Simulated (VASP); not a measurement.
A run of VASP 6.6.1 is set up as follows.

INCAR

```
PREC     = Accurate       # precision mode
ENCUT    = 520            # plane-wave cutoff, eV
EDIFF    = 1E-6           # SCF threshold, eV
ISMEAR   = 0              # smearing method
SIGMA    = 0.1            # smearing width, eV
LREAL    = F              # projectors in reciprocal space
LASPH    = T              # aspherical terms in the spheres
NELM     = 80             # most SCF steps
ALGO     = Fast           # electronic algorithm
ISIF     = 2              # what is computed and relaxed
LWAVE    = F              # write WAVECAR
LCHARG   = F              # write CHGCAR
GGA      = PE             # functional
IVDW     = 12             # dispersion correction
NBANDS   = 11             # bands
```

Contents of KPOINTS:

```
regular mesh
0
Gamma
  18 18 18
```

POSCAR

```
Pt
1.0
    0.0000000000      1.9642477771      1.9642477771
    1.9642477771      0.0000000000      1.9642477771
    1.9642477771      1.9642477771      0.0000000000
Pt
1
Direct
    0.0000000000      0.0000000000      0.0000000000
```

Potentials or basis: VASP PAW PBE potentials, release 64 (Pt).

Command:

```sh
$ cat potpaw_PBE.64/Pt/POTCAR > POTCAR
$ mpirun -np 1 vasp_std > vasp.out
```

Q: Estimate the band gap on the k mesh.

A: Zero (band 5 reaches 11.66 eV, above the bottom of band 6 at 9.44 eV).

Q: What does it give for the dispersion energy per atom?

A: -0.775 eV.

Caveat: spin-orbit coupling is left out, which moves the levels of the heavy elements.
